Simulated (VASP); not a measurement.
BN:

```
B N
1.0
     2.67075    0.00000    0.00000
    -1.33537    2.15498    0.00000
     0.00000    0.00000    6.01917
B N
2 2
Cartesian
  0.0000 1.4367 1.5048
  1.3354 0.7183 4.5144
  0.0000 1.4367 4.5144
  1.3354 0.7183 1.5048
```

This cell differs from its parent crystal: normal strain along x +0.0733, normal strain along z -0.0733.

* Program: VASP 6.6.1
* Task: relaxation of the atoms
* Functional: LDA
* Potentials or basis: VASP PAW LDA potentials, release 64 (B, N)
* Cutoff: 520 eV
* k mesh: 12 × 12 × 4
* Occupations: gaussian, width 0.05 eV
* Spin: no spin polarisation

At the start: pressure -22.0 GPa; volume 8.66 Å³/atom.

**Question.** Where does the relaxation end?

**Answer.** Over 12 steps the energy falls by 2.8 meV/atom at a fixed cell; space group Cmcm (No. 63, to 0.1 Å) before and after.

The path:
```csv
step,energy change (eV),largest force (eV/Å),pressure (GPa)
1,0.0000,0.5969,-21.95
2,0.0438,1.3108,-23.34
3,-0.0091,0.0181,-22.57
4,-0.0091,0.0278,-22.56
5,-0.0092,0.0265,-22.56
6,-0.0093,0.0241,-22.56
7,-0.0096,0.0192,-22.56
8,-0.0100,0.0151,-22.57
9,-0.0107,0.0237,-22.59
10,-0.0112,0.0418,-22.61
11,-0.0112,0.0315,-22.54
12,-0.0112,0.0035,-22.57
```

Final structure:
```
B N
1.0
     2.67075    0.00000    0.00000
    -1.33537    2.15498    0.00000
     0.00000    0.00000    6.01917
B N
2 2
Cartesian
  0.0000 1.4963 1.5048
  1.3354 0.6587 4.5144
  0.0000 1.3615 4.5144
  1.3354 0.7935 1.5048
```

Caveat: the cell differs from its parent crystal (normal strain along x +0.0733, normal strain along z -0.0733).
